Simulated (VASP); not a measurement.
Write the native input for VASP 6.6.1 that does the following.

```
Task                   : relaxation of cell and atoms
Functional             : PBE
Potentials or basis    : VASP PAW PBE potentials, release 64 (Ca_sv)
Cutoff                 : 600 eV
k mesh                 : 16 × 16 × 16
Occupations            : fermi-dirac, width 0.1 eV
Spin                   : no spin polarisation
Target pressure        : 51 GPa
Dipole correction      : no
Further INCAR settings : ALGO = Normal; EDIFF = 1e-07; IBRION = 2; EDIFFG = -0.005; NSW = 60; ISIF = 3
```

The structure of Ca lies in POSCAR:

```
Ca
1.0
   -1.6434337448      1.6434337448      1.6434337448
    1.6434337448     -1.6434337448      1.6434337448
    1.6434337448      1.6434337448     -1.6434337448
Ca
1
Direct
    0.0000000000      0.0000000000      0.0000000000
```

This isn't the form of Ca at room conditions, which is fcc.

These files were run (other wordings do the same):

INCAR

```
ALGO = Normal
EDIFF = 1E-7
EDIFFG = -0.005
ENCUT = 600
GGA = PE
IBRION = 2
ISIF = 3
ISMEAR = -1
LASPH = T
LCHARG = F
LREAL = F
LWAVE = F
NELM = 80
NSW = 60
PREC = Accurate
PSTRESS = 510.0
SIGMA = 0.1
```

KPOINTS

```
k-points
0
Gamma
  16 16 16
```

Potentials or basis: VASP PAW PBE potentials, release 64 (Ca_sv).

Run with:

```console
$ cat potpaw_PBE.64/Ca_sv/POTCAR > POTCAR
$ mpirun -np 1 vasp_std > vasp.out
```

It gave:

```json
{
 "Relaxed volume": "17.87 Å³/atom",
 "Relaxed cell": "a = 2.853 Å, b = 2.853 Å, c = 2.853 Å, α = 109.47°, β = 109.47°, γ = 109.47°",
 "Space group after relaxing (to 0.1 Å)": "Im-3m (No. 229)",
 "Energy change on relaxing (the run minimises the enthalpy)": "-37.3 meV/atom",
 "Ionic steps": "3",
 "Pressure after relaxing": "51.0 GPa",
 "Band gap on the k mesh": "zero (bands 5 and 6 overlap by 2.86 eV)"
}
```

Caveat: the cell is relaxed towards a set pressure, so the run minimises the enthalpy, not the energy.

Wall time 35 s on 1 thread of Intel(R) Xeon(R) Platinum 8375C CPU @ 2.90GHz (Ice Lake) (shared host), peak memory 0.17 GiB.
